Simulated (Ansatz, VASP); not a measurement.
## Al in VASP and in Ansatz

File INCAR:

```
  PREC = Accurate
  ENCUT = 520
  EDIFF = 1E-6
  ISMEAR = 0
  SIGMA = 0.15
  LREAL = False
  LASPH = True
  NELM = 100
  ALGO = Normal
  ISIF = 2
  LWAVE = False
  LCHARG = False
  GGA = PS
  IVDW = 12
  NBANDS = 10
```

File KPOINTS:

```
Automatic mesh
0
Gamma
  18 18 10
```

The input POSCAR:

```
Al
1.0
    2.6718325839      0.0000000000      0.0000000000
   -1.3359162919      2.3138748923      0.0000000000
    0.0000000000      0.0000000000      4.9885212500
Al
2
Direct
    0.6666666667      0.3333333333      0.7500000000
    0.3333333333      0.6666666667      0.2500000000
```

Input for Ansatz:

```yaml
crystal:
  lattice:
    - [2.6718325839, 0.0, 0.0]
    - [-1.3359162919, 2.3138748923, 0.0]
    - [0.0, 0.0, 4.98852125]
  atoms:
    - { symbol: Al, position: [0.6666666667, 0.3333333333, 0.75] }
    - { symbol: Al, position: [0.3333333333, 0.6666666667, 0.25] }
basis:
  ecutwfc: 420
kpoints:
  mp_grid: { grid: [18, 18, 10] }
hamiltonian:
  xc: pbesol
  dispersion: d3bj
scf:
  occupations: { method: gaussian, width: 0.15 }
output:
  forces: true
  stress: true
  eigenvalues: true
```

Change from the starting cell: strain -0.050 along x and y, +0.025 along z, atoms carried along.

Alike in both runs: task single point; functional PBEsol; dispersion D3(BJ); k mesh 18 × 18 × 10; occupations gaussian, width 0.15 eV; no spin polarisation.

```csv
,VASP,Ansatz
version,VASP 6.6.1,Ansatz 0.2.0
potentials or method,"VASP PAW PBE potentials, release 64 (Al), cutoff 520 eV","scalar-relativistic, plane waves, PAW"
valence electrons in the cell,6,6
```

Ansatz gave:

* gap on the k mesh at the Fermi level (eV): none
* pressure (GPa): 3.7
* traceless stress, the component that is largest in VASP (GPa): -8.70

Question: Estimate VASP's values.

Answer: gap on the k mesh at the Fermi level (eV): none; pressure (GPa): 3.8; traceless stress, the component that is largest in VASP (GPa): -8.77.

VASP's potentials were made for PBE, not for PBEsol. A gap of «none» marks a metal or a gap that the smearing closes.
